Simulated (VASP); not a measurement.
Crystal: LiTbH4.

```
Li Tb H
1.0
     3.79991    0.00000    0.00000
    -0.07200    4.02267    0.00000
    -0.00337   -1.27994    8.31460
Li Tb H
2 2 8
Direct
  0.48174 0.99047 0.03456
  0.49042 0.03490 0.51778
  0.00216 0.49047 0.81794
  0.99443 0.50807 0.31772
  0.00266 0.66307 0.58067
  0.01697 0.65497 0.08005
  0.00597 0.01610 0.91789
  0.99894 0.03957 0.42077
  0.50147 0.21952 0.71552
  0.50124 0.20750 0.22765
  0.50535 0.56102 0.94082
  0.49867 0.61433 0.42864
```

```yaml
Program: VASP 6.6.1
Task: relaxation of cell and atoms
Functional: PBE
Potentials_or_basis: VASP PAW PBE potentials, release 64 (Li_sv, Tb_3, H), 4f in core
Cutoff: 750 eV
k_mesh: 4 × 4 × 2
Occupations: gaussian, width 0.1 eV
Spin: no spin polarisation
```

At the start: pressure 0.5 GPa; volume 10.59 Å³/atom.

Problem. Where does the relaxation end?

Solution. Over 39 steps the energy falls by 32.6 meV/atom and the volume is 10.18 Å³/atom (-3.9 %); space group P1 (No. 1, to 0.1 Å) before, Pm (No. 6, to 0.1 Å).

Step by step:
```tsv
step	energy change (eV)	largest force (eV/Å)	pressure (GPa)	volume (Å³)
1	0.0000	0.2430	0.51	127.09
2	-0.0228	0.1274	0.22	127.71
3	-0.0355	0.3536	-0.17	128.66
4	-0.0493	0.1988	-0.16	128.76
5	-0.0574	0.1579	-0.14	128.90
6	-0.0676	0.1336	-0.14	128.67
7	-0.0853	0.1841	-0.11	127.96
8	-0.0873	0.2330	-0.08	127.63
9	-0.0940	0.2016	-0.04	127.43
10	-0.1086	0.1463	0.08	126.79
11	-0.1099	0.4053	0.46	125.42
12	-0.1143	0.2275	0.26	126.08
13	-0.1239	0.1463	0.06	126.13
14	-0.1300	0.1680	-0.38	126.18
15	-0.1391	0.1726	-0.42	125.57
16	-0.1492	0.2436	-0.43	124.05
17	-0.1632	0.2386	-0.26	123.25
18	-0.2009	0.2814	0.37	120.79
19	-0.1812	0.3523	2.47	115.60
20	-0.2132	0.3245	0.93	119.15
21	-0.2146	0.3446	1.42	117.87
22	-0.2336	0.3158	1.36	117.73
23	-0.2389	0.3043	1.38	117.58
24	-0.2652	0.2867	0.91	118.62
25	-0.3154	0.2502	-0.41	121.79
26	-0.2976	0.2592	-2.58	128.26
27	-0.3266	0.2404	-1.31	124.25
28	-0.3526	0.1492	-0.64	123.38
29	-0.3601	0.2153	0.00	122.58
30	-0.3721	0.1056	0.10	122.17
31	-0.3746	0.2030	0.17	121.85
32	-0.3841	0.0834	0.06	121.85
33	-0.3852	0.0823	0.02	121.85
34	-0.3877	0.0587	0.04	121.89
35	-0.3886	0.1316	0.08	121.92
36	-0.3902	0.0471	0.01	122.06
37	-0.3906	0.0675	-0.05	122.20
38	-0.3906	0.0516	-0.04	122.17
39	-0.3911	0.0320	-0.03	122.16
```

Final structure:
```
Li Tb H
1.0
     3.42957    0.02976    0.00505
    -0.02478    3.43844    0.26853
     0.00183   -0.55729   10.31505
Li Tb H
2 2 8
Direct
  0.49362 0.02367 0.03251
  0.49584 0.00616 0.53236
  0.00029 0.59444 0.80094
  0.00077 0.58303 0.30006
  0.00250 0.64645 0.59394
  0.00489 0.64934 0.09341
  0.00015 0.08753 0.91673
  0.00092 0.07480 0.41587
  0.50031 0.09827 0.74026
  0.50037 0.08988 0.24009
  0.49974 0.58028 0.91725
  0.50060 0.56615 0.41658
```

Caveat: a cell axis changed by over 15 % at a fixed basis, so the end point is rough.
